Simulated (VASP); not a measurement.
# SiC2 (P-3m1) in VASP: further runs

Runs on SiC2. Level: PBE+D3(BJ). Tasks: single point, relaxation of cell and atoms.

Program: VASP 6.6.1. These are calculated values, not measurements. Logs are shortened: lines on timing, memory, paths and dates and some standing lists are left out, and cuts for length are marked.

### Step 1. The cell of the first run

Symmetry: P-3m1, No. 164, trigonal system. The conventional cell has a = 2.821 Å, b = 2.821 Å, c = 4.851 Å, α = 90.00°, β = 90.00°, γ = 120.00°. Si (site symmetry -3m) has 6 C at 2.00 Å within 2.7 Å. C (site symmetry 3m) has 3 Si at 2.00 Å within 2.7 Å.

### Step 2. Single point, PBE+D3(BJ), collinear spin, ferromagnetic start

The input, INCAR:

```
SYSTEM = SiC2
PREC = Accurate
ENCUT = 520
EDIFF = 1E-6
ISMEAR = 0
SIGMA = 0.1
LREAL = .FALSE.
LASPH = .TRUE.
NELM = 150
ALGO = Normal
ISIF = 2
LWAVE = .FALSE.
LCHARG = .TRUE.
ISPIN = 2
MAGMOM = 0 1 1
LORBIT = 11
GGA = PE
IVDW = 12
LELF = .TRUE.
LVHAR = .TRUE.
NBANDS = 17
```

The input, KPOINTS:

```
regular mesh
0
G
  6 6 4
  0 0 0
```

The input, POSCAR:

```
SiC2
1.0
    2.8211258000      0.0000000000      0.0000000000
   -1.4105629000      2.4431666100      0.0000000000
    0.0000000000      0.0000000000      4.8512324000
Si C
1 2
Direct
    0.0000000000      0.0000000000      0.0000000000
    0.3333333300      0.6666666700      0.7604702700
    0.6666666700      0.3333333300      0.2395297300
```

Potentials or basis: VASP PAW PBE potentials, release 64 (Si, C).

Run with:

```console
$ cat potpaw_PBE.64/Si/POTCAR potpaw_PBE.64/C/POTCAR > POTCAR
$ mpirun -np 1 vasp_std > vasp.out
```

OUTCAR:

```text
SYSTEM = SiC2
   PREC = Accurate
   ENCUT = 520
   EDIFF = 1E-6
   ISMEAR = 0
   LREAL = .FALSE.
   LASPH = .TRUE.
   NELM = 150
   ISIF = 2
   ISPIN = 2
   LORBIT = 11
   GGA = PE
   IVDW = 12
 IVDW          = 12

 ion  position               nearest neighbor table
   1  0.000  0.000  0.000-   2 2.00   3 2.00   2 2.00   3 2.00   3 2.00   2 2.00
   2  0.333  0.667  0.760-   1 2.00   1 2.00   1 2.00
   3  0.667  0.333  0.240-   1 2.00   1 2.00   1 2.00

  LATTYP: Found a hexagonal cell.
 ALAT       =     2.8211258000
 C/A-ratio  =     1.7196086754

  Lattice vectors:

 A1 = (   2.8211258000,   0.0000000000,   0.0000000000)
 A2 = (  -1.4105629000,   2.4431666100,   0.0000000000)
 A3 = (   0.0000000000,   0.0000000000,   4.8512324000)

Analysis of symmetry for initial positions (statically):
=====================================================================
 Subroutine PRICEL returns:
 Original cell was already a primitive cell.

 Routine SETGRP: Setting up the symmetry group for a
 hexagonal supercell.

 Subroutine GETGRP returns: Found 12 space group operations
 (whereof 12 operations were pure point group operations)
 out of a pool of 24 trial point group operations.

The static configuration has the point symmetry D_3d.

Analysis of symmetry for dynamics (positions and initial velocities):
=====================================================================
 Subroutine PRICEL returns:
 Original cell was already a primitive cell.

 Routine SETGRP: Setting up the symmetry group for a
 hexagonal supercell.

 Subroutine GETGRP returns: Found 12 space group operations
 (whereof 12 operations were pure point group operations)
 out of a pool of 24 trial point group operations.

The dynamic configuration has the point symmetry D_3d.

Analysis of structural, dynamic, and magnetic symmetry:
=====================================================================
 Subroutine PRICEL returns:
 Original cell was already a primitive cell.

 Routine SETGRP: Setting up the symmetry group for a
 hexagonal supercell.

 Subroutine GETGRP returns: Found 12 space group operations
 (whereof 12 operations were pure point group operations)
 out of a pool of 24 trial point group operations.

The overall configuration has the point symmetry D_3d.

 Subroutine INISYM returns: Found 12 space group operations
 (whereof 12 operations are pure point group operations),
 and found     1 'primitive' translations

----------------------------------------------------------------------------------------

                                     Primitive cell

  volume of cell :      33.4370

  direct lattice vectors                    reciprocal lattice vectors
     2.821125800  0.000000000  0.000000000     0.354468418  0.204652437  0.000000000
    -1.410562900  2.443166610  0.000000000     0.000000000  0.409304873  0.000000000
     0.000000000  0.000000000  4.851232400     0.000000000  0.000000000  0.206133188

  length of vectors
     2.821125800  2.821125800  4.851232400     0.409304873  0.409304873  0.206133188

  position of ions in fractional coordinates (direct lattice)
     0.000000000  0.000000000  0.000000000
     0.333333330  0.666666670  0.760470270
     0.666666670  0.333333330  0.239529730

  ion indices of the primitive-cell ions
   primitive index   ion index
                 1           1
                 2           2
                 3           3

----------------------------------------------------------------------------------------

 KPOINTS: regular mesh

Automatic generation of k-mesh.
 Grid dimensions read from file:
 generate k-points for:    6    6    4

 Generating k-lattice:

  Cartesian coordinates                     Fractional coordinates (reciprocal lattice)
     0.059078070  0.034108739  0.000000000     0.166666667  0.000000000  0.000000000
     0.000000000  0.068217479  0.000000000     0.000000000  0.166666667  0.000000000
     0.000000000  0.000000000  0.051533297     0.000000000  0.000000000  0.250000000

  Length of vectors
     0.068217479  0.068217479  0.051533297

  Shift w.r.t. Gamma in fractional coordinates (k-lattice)
     0.000000000  0.000000000  0.000000000

 Subroutine IBZKPT returns following result:
 ===========================================

 Found     24 irreducible k-points:

 Following reciprocal coordinates:
            Coordinates               Weight
  0.000000  0.000000  0.000000      1.000000
  0.166667 -0.000000  0.000000      6.000000
  0.333333  0.000000  0.000000      6.000000
  0.500000  0.000000  0.000000      3.000000
  0.166667  0.166667  0.000000      6.000000
  0.333333  0.166667  0.000000     12.000000
[... 16 lines left out ...]
  0.333333  0.166667  0.500000     12.000000
  0.333333  0.333333  0.500000      2.000000
   k-points           NKPTS =     24   k-points in BZ     NKDIM =     24   number of bands    NBANDS=     17
   number of dos      NEDOS =    301   number of ions     NIONS =      3
   total plane-waves  NPLWV =  20736
   dimension x,y,z NGX =    24 NGY =   24 NGZ =   36
   dimension x,y,z NGXF=    48 NGYF=   48 NGZF=   72
   ions per type =               1   2
   NGX,Y,Z   is equivalent  to a cutoff of  14.14, 14.14, 12.34 a.u.
   NGXF,Y,Z  is equivalent  to a cutoff of  28.29, 28.29, 24.67 a.u.
 SYSTEM =  SiC2
   PREC   = accura    normal or accurate (medium, high low for compatibility)
   ISTART =      0    job   : 0-new  1-cont  2-samecut
   ICHARG =      2    charge: 1-file 2-atom 10-const
   ISPIN  =      2    spin polarized calculation?
   LNONCOLLINEAR =      F non collinear calculations
   LSORBIT =      F    spin-orbit coupling
   LASPH  =      T    aspherical Exc in radial PAW
   ENCUT  =  520.0 eV  38.22 Ry    6.18 a.u.   5.25  5.25  9.02*2*pi/ulx,y,z
   NELM   =    150;   NELMIN=  2; NELMDL= -5     # of ELM steps
   EDIFF  = 0.1E-05   stopping-criterion for ELM
   LREAL  =      F    real-space projection
   EDIFFG = 0.1E-04   stopping-criterion for IOM
   NSW    =      0    number of steps for IOM
   IBRION =     -1    ionic relax: 0-MD 1-quasi-New 2-CG
   NFREE  =      0    steps in history (QN), initial steepest desc. (CG)
   ISIF   =      2    stress and relaxation
   ISYM   =      2    0-nonsym 1-usesym 2-fastsym
   POTIM  = 0.5000    time-step for ionic-motion
   TEBEG  =    0.0;   TEEND  =   0.0 temperature during run
   PSTRESS=    0.0 pullay stress
   NELECT =      12.0000    total number of electrons
   NUPDOWN=      -1.0000    fix difference up-down
   EMIN   =  10.00;   EMAX   =-10.00  energy-range for DOS
   EFERMI =   0.00;   METHOD = LEGACY
   ISMEAR =     0;   SIGMA  =   0.10  broadening in eV -4-tet -1-fermi 0-gaus
   EFERMI_NEDOS =   21; number of points for ismear=-14 and -15
   IALGO  =     38    algorithm
   IMIX   =      4    mixing-type and parameters
     AMIX     =   0.40;   BMIX     =  1.00
     AMIX_MAG =   1.60;   BMIX_MAG =  1.00
  volume/ion in A,a.u.               =      11.15        75.21
  Fermi-wavevector in a.u.,A,eV,Ry     =   1.163392  2.198492 18.415223  1.353481
  Thomas-Fermi vector in A             =   2.299942
   LORBIT       =     11    0 simple, 1 ext, 2 COOP (PROOUT), +10 PAW based schemes
   GGA     = PE    functional components
   LHFCALC =     F    Hartree Fock is set to
   AEXX    =    0.0000 exact exchange contribution
   IVDW    =    12    specifies the selected vdW correction
   LEPSILON=     F    determine dielectric tensor
   LRPA    =     F    only Hartree local field effects (RPA)
 spin polarized calculation
 Gauss-broadening in eV      SIGMA  =   0.10
  energy-cutoff  :      520.00
  volume of cell :       33.44
 maximum number of plane-waves:       920
 NGX is ok and might be reduce to    24
   NGX = 11   NGY = 11   NGZ = 19

 number of electron      12.0000000 magnetization       0.0024897

 number of electron      12.0000000 magnetization      -0.0003046

 Free energy of the ion-electron system (eV)
  ---------------------------------------------------
  ext. energy  EPLUGINS =         0.00000000
  ---------------------------------------------------
  free energy    TOTEN  =       -16.80088844 eV

  energy without entropy =      -16.78594363  energy(sigma->0) =      -16.79341604

 E-fermi :   5.4541     XC(G=0): -10.7799

 val. band max:        5.4187736755   @ k =   0.1667  -0.0000   0.0000
 cond. band min:       5.4794274480   @ k =   0.0000   0.1667   0.2500
 fundamental gap:      0.0606537725
 Fermi energy:         5.4541055848

 spin component 1

 k-point     1 :       0.0000    0.0000    0.0000
  band No.  band energies     occupation
      1     -10.6081      1.00000
      2      -5.4914      1.00000
      3       0.0071      1.00000
      4       6.4871      0.00000
      5       6.4871      0.00000
      6       7.1937      0.00000
[... 9 lines left out ...]
     16      21.4435      0.00000
     17      24.0126      0.00000
[... 441 lines left out ...]
 k-point    24 :       0.3333    0.3333    0.5000
  band No.  band energies     occupation
      1      -4.6223      1.00000
      2      -4.6223      1.00000
      3      -1.7510      1.00000
      4       1.1230      1.00000
      5       1.1230      1.00000
      6       1.5760      1.00000
[... 9 lines left out ...]
     16      20.4570      0.00000
     17      23.6636      0.00000
 Fermi energy:         5.4541055848

 spin component 2

 k-point     1 :       0.0000    0.0000    0.0000
  band No.  band energies     occupation
      1     -10.6083      1.00000
      2      -5.4916      1.00000
      3       0.0070      1.00000
      4       6.4869      0.00000
      5       6.4869      0.00000
      6       7.1935      0.00000
[... 9 lines left out ...]
     16      21.4434      0.00000
     17      24.0125      0.00000
[... 441 lines left out ...]
 k-point    24 :       0.3333    0.3333    0.5000
  band No.  band energies     occupation
      1      -4.6225      1.00000
      2      -4.6225      1.00000
      3      -1.7511      1.00000
      4       1.1228      1.00000
      5       1.1228      1.00000
      6       1.5759      1.00000
[... 9 lines left out ...]
     16      20.4569      0.00000
     17      23.6635      0.00000

------------------------ aborting loop because EDIFF is reached ----------------------------------------

 Edisp (eV)   -0.72043

 E8    (eV) :    -0.2487

  FORCE on cell =-STRESS in cart. coord.  units (eV):
  Direction    XX          YY          ZZ          XY          YZ          ZX
  --------------------------------------------------------------------------------------
  -------------------------------------------------------------------------------------
  Total       0.80100     0.80100    -5.81541     0.00000     0.00000     0.00000
  in kB      38.38094    38.38094  -278.65274     0.00000     0.00000     0.00000
  external pressure =      -67.30 kB  Pullay stress =        0.00 kB

 VOLUME and BASIS-vectors are now :
 -----------------------------------------------------------------------------
  energy-cutoff  :      520.00
  volume of cell :       33.44
      direct lattice vectors                 reciprocal lattice vectors
     2.821125800  0.000000000  0.000000000     0.354468418  0.204652437  0.000000000
    -1.410562900  2.443166610  0.000000000     0.000000000  0.409304873  0.000000000
     0.000000000  0.000000000  4.851232400     0.000000000  0.000000000  0.206133188

 POSITION                                       TOTAL-FORCE (eV/Angst)
 -----------------------------------------------------------------------------------
      0.00000      0.00000      0.00000         0.000000      0.000000      0.000000
     -0.00000      1.62878      3.68922         0.000000     -0.000000      0.908494
      1.41056      0.81439      1.16201        -0.000000      0.000000     -0.908494
 -----------------------------------------------------------------------------------
    total drift:                                0.000000     -0.000000     -0.000000

  FREE ENERGIE OF THE ION-ELECTRON SYSTEM (eV)
  ---------------------------------------------------
  free  energy   TOTEN  =       -17.5213227904 eV

  energy  without entropy=      -17.5063779778  energy(sigma->0) =      -17.51385038

 total charge

# of ion       s       p       d       tot
------------------------------------------
    1        0.695   0.924   0.000   1.618
    2        0.966   1.257   0.000   2.224
    3        0.966   1.257   0.000   2.224
--------------------------------------------------
tot          2.627   3.439   0.000   6.065

 magnetization (x)

# of ion       s       p       d       tot
------------------------------------------
    1        0.000  -0.000   0.000  -0.000
    2       -0.000  -0.000   0.000  -0.000
    3       -0.000  -0.000   0.000  -0.000
--------------------------------------------------
tot         -0.000  -0.000   0.000  -0.000
```

Wall time 41 s (1 thread of Intel Xeon Platinum 8488C (Sapphire Rapids), shared host); peak memory 0.18 GiB.

What came out:

```yaml
Free_energy: -17.5213 eV
Pressure: -6.7 GPa
Largest_force: 0.908 eV/Å
Band_gap_on_the_k_mesh: zero (filled and empty bands overlap)
Net_moment: 0.00 μB per cell
Valence_electrons_inside_the_program's_atomic_spheres: Si 1.62; C 2.22
Dispersion_energy_per_atom: -0.240 eV
```

Forces in eV/Å, atoms in the order of the input:
```
Si   0.000  0.000  0.000
C    0.000  0.000  0.908
C    0.000  0.000 -0.908
```

Caveat: the k points lie up to 0.43 Å⁻¹ apart; pairwise dispersion overbinds metals, which lowers pressure and volume.

### Step 3. Relaxation of cell and atoms, PBE+D3(BJ)

The input, INCAR:

```
ALGO     = Normal         # electronic algorithm
EDIFF    = 1E-7           # SCF threshold, eV
EDIFFG   = -0.04          # ionic threshold
ENCUT    = 910            # plane-wave cutoff, eV
GGA      = PE             # functional
GGA_COMPAT= F            
IBRION   = 2              # ionic algorithm
ISIF     = 3              # what is computed and relaxed
ISMEAR   = 0              # smearing method
IVDW     = 12             # dispersion correction
LASPH    = T              # aspherical terms in the spheres
LCHARG   = F              # write CHGCAR
LREAL    = F              # projectors in reciprocal space
LWAVE    = F              # write WAVECAR
NELM     = 120            # most SCF steps
NELMIN   = 4            
NSW      = 90             # ionic steps
PREC     = Accurate       # precision mode
SIGMA    = 0.1            # smearing width, eV
```

The input, KPOINTS:

```
k-points
0
Gamma
  6 6 4
```

POSCAR is that of step 2.

Potentials or basis: VASP PAW PBE potentials, release 64 (Si, C_h).

Run with:

```console
$ cat potpaw_PBE.64/Si/POTCAR potpaw_PBE.64/C_h/POTCAR > POTCAR
$ mpirun -np 1 vasp_std > vasp.out
```

Run time: 9.8 min. Hardware: 1 thread of Intel Xeon Platinum 8488C (Sapphire Rapids), shared host; peak memory 0.23 GiB.

Results (log left out):

```yaml
Free_energy: -23.4591 eV
Relaxed_volume: 11.44 Å³/atom
Relaxed_cell: a = 2.467 Å, b = 2.467 Å, c = 6.517 Å, α = 90.00°, β = 90.00°, γ = 120.00°
Space_group_after_relaxing_to_0.05_Å: P6/mmm (No. 191)
Energy_gained_by_relaxing: 1976.1 meV/atom
Ionic_steps: 72
Pressure_after_relaxing: -0.3 GPa
Largest_force_after_relaxing: 0.012 eV/Å
Band_gap_on_the_k_mesh: zero (band 6 reaches 7.02 eV, above the bottom of band 7 at 6.43 eV)
Dispersion_energy_per_atom: -0.227 eV
```

Forces in eV/Å, atoms in the order of the input:
```
Si   0.000  0.000  0.000
C    0.000  0.000  0.012
C    0.000  0.000 -0.012
```

Stress tensor (GPa, compression positive):
```
-0.14  0.00  0.00
 0.00 -0.14  0.00
 0.00  0.00 -0.52
```

The path:
| step | energy change (eV) | largest force (eV/Å) | pressure (GPa) | volume (Å³) |
| --- | --- | --- | --- | --- |
| 1 | 0.0000 | 0.9150 | -6.94 | 33.44 |
| 3 | -0.7053 | 0.6416 | 12.91 | 29.98 |
| 5 | -0.7870 | 1.3109 | 20.48 | 28.95 |
| 7 | -1.1098 | 1.4346 | 9.01 | 29.39 |
| 9 | -1.1187 | 1.4114 | 5.87 | 29.47 |
| 11 | -1.1773 | 1.0839 | 1.73 | 29.86 |
| 13 | -1.2244 | 0.5507 | -7.66 | 30.73 |
| 15 | -1.3665 | 0.3684 | -6.54 | 28.84 |
| 17 | -1.4903 | 0.9138 | -2.32 | 25.79 |
| 19 | -1.7888 | 0.6447 | 10.48 | 22.89 |
| 21 | -1.8751 | 0.1671 | 2.10 | 23.65 |
| 23 | -1.8790 | 0.2125 | 0.55 | 23.78 |
| 25 | -1.8844 | 0.3100 | -2.64 | 24.05 |
| 27 | -1.9025 | 0.3213 | -1.38 | 23.86 |
| 29 | -1.9559 | 0.0641 | 8.17 | 22.96 |
| 31 | -2.2456 | 0.1497 | 120.16 | 19.12 |
| 33 | -2.5242 | 0.4298 | 80.42 | 20.11 |
| 35 | -2.5342 | 0.3922 | 77.37 | 20.19 |
| 37 | -2.5357 | 0.4035 | 77.97 | 20.18 |
| 39 | -2.5397 | 0.4263 | 80.35 | 20.13 |
| 41 | -2.5631 | 0.3099 | 88.34 | 19.91 |
| 43 | -2.5676 | 0.3344 | 93.51 | 19.80 |
| 45 | -2.6119 | 0.3386 | 94.25 | 19.82 |
| 47 | -2.7753 | 0.2437 | 97.64 | 19.88 |
| 49 | -3.0408 | 0.5829 | 103.86 | 20.06 |
| 51 | -3.2794 | 0.3330 | 95.15 | 20.34 |
| 53 | -4.2862 | 2.1741 | 33.01 | 23.31 |
| 55 | -4.3611 | 3.3638 | 10.32 | 25.04 |
| 57 | -4.4653 | 2.9080 | 11.98 | 25.00 |
| 59 | -5.0104 | 0.8759 | 3.53 | 26.78 |
| 61 | -5.0827 | 0.1256 | -1.40 | 27.60 |
| 63 | -5.3613 | 2.2641 | 13.60 | 28.42 |
| 65 | -5.6044 | 1.6462 | 6.89 | 29.75 |
| 67 | -5.9112 | 0.6424 | -1.80 | 34.83 |
| 69 | -5.9267 | 0.0482 | 0.90 | 34.32 |
| 71 | -5.9279 | 0.0300 | -0.35 | 34.41 |
| 72 | -5.9282 | 0.0123 | -0.27 | 34.33 |

Final structure:
```yaml
crystal:
  lattice:
    - [2.46651, 0.00000, 0.00000]
    - [-1.23325, 2.13606, 0.00000]
    - [0.00000, 0.00000, 6.51678]
  atoms:
    - { symbol: Si, position: [0.00000, 0.00000, 0.00000] }
    - { symbol: C, position: [0.33333, 0.66667, 0.49994] }
    - { symbol: C, position: [0.66667, 0.33333, 0.50006] }
```

Levels at points of the mesh, in eV from the Fermi level:
```csv
k point,band 4,band 5,band 6,band 7,band 8,band 9
"(0.00, 0.00, 0.00)",-3.07,-3.07,-2.64,3.89,8.29,8.29
"(0.50, 0.00, 0.00)",-5.31,-4.32,-2.54,0.79,4.16,5.51
"(0.00, 0.00, 0.50)",-3.83,-3.07,-3.07,6.39,8.29,8.29
"(0.50, 0.00, 0.50)",-5.42,-4.40,-2.26,1.72,2.86,4.72
```

Caveat: the k points lie up to 0.49 Å⁻¹ apart in the final cell; the cutoff is under 1.25 times the usual one of these potentials, so pressure, stress and relaxed cells hold a basis-set (Pulay) error; pairwise dispersion overbinds metals, which lowers pressure and volume.
